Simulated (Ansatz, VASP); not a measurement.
# One calculation of AgCl, two programs

```
CELL_PARAMETERS angstrom
0.00000 2.73500 2.73500
2.73500 0.00000 2.73500
2.73500 2.73500 0.00000
ATOMIC_POSITIONS crystal
Ag 0.00000 0.00000 0.00000
Cl 0.50000 0.50000 0.50000
```

Alike in both runs: functional LDA; k mesh 5 × 5 × 5; occupations fermi-dirac, width 0.05 eV; no spin polarisation.

|  | VASP | Ansatz |
| --- | --- | --- |
| version | VASP 6.6.1 | Ansatz 0.2.0 |
| potentials or method | VASP PAW LDA potentials, release 64 (Ag, Cl) | Ansatz PAW |
| plane-wave cutoff (eV) | 520 | 420 |
| valence electrons in the cell | 18 | 26 |
| task | single point | projected density of states |

```csv
,VASP,Ansatz,Ansatz less VASP
gap on the k mesh at the Fermi level (eV),0.80,0.77,-0.028
least direct gap on the mesh (eV),3.11,3.09,-0.028
pressure (GPa),-3.7,-3.7,-0.01
```

LDA's correlation is that of Perdew and Zunger in VASP and of Perdew and Wang (1992) in Ansatz. VASP's potentials hold 18 valence electrons a cell and Ansatz's 26, so a difference there can come from the potentials and not from the codes.

Noted on Ansatz's run: odd divisions of the mesh miss points on the zone boundary, where band edges often lie, so the gap on the mesh can be too wide.
